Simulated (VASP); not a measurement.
The system is InAs.

```xyz
2
Lattice="3.5365 0.0000 0.0000 0.0000 3.5365 0.0000 0.0000 0.0000 3.5365" Properties=species:S:1:pos:R:3 pbc="T T T"
In    0.0000    0.0000    0.0000
As    1.7683    1.7683    1.7683
```

Base run:

| Property | Result |
| --- | --- |
| Program | VASP 6.6.1 |
| Functional | r2SCAN |
| Potentials or basis | VASP PAW PBE potentials, release 64 (In_d, As) |
| Cutoff | 550 eV |
| k mesh | 6 × 6 × 6 |
| Occupations | fermi-dirac, width 0.02 eV |
| Spin | no spin polarisation |

Its results: band gap on the k mesh zero (bands 9 and 10 overlap by 2.69 eV); pressure 0.1 GPa.

The run is repeated on the same cell with these changes: functional from r2SCAN to PBE; cutoff from 550 eV to 500 eV; k mesh from 6 × 6 × 6 to 4 × 4 × 4. What comes out?

Band gap on the k mesh zero (bands 9 and 10 overlap by 2.04 eV); pressure 2.6 GPa.

Several settings changed at once.

Caveats: some runs use coarse meshes; spin-orbit coupling is left out, which moves the levels of the heavy elements; the PAW data sets were made with another functional, which shifts forces and pressure a little (at least some runs).
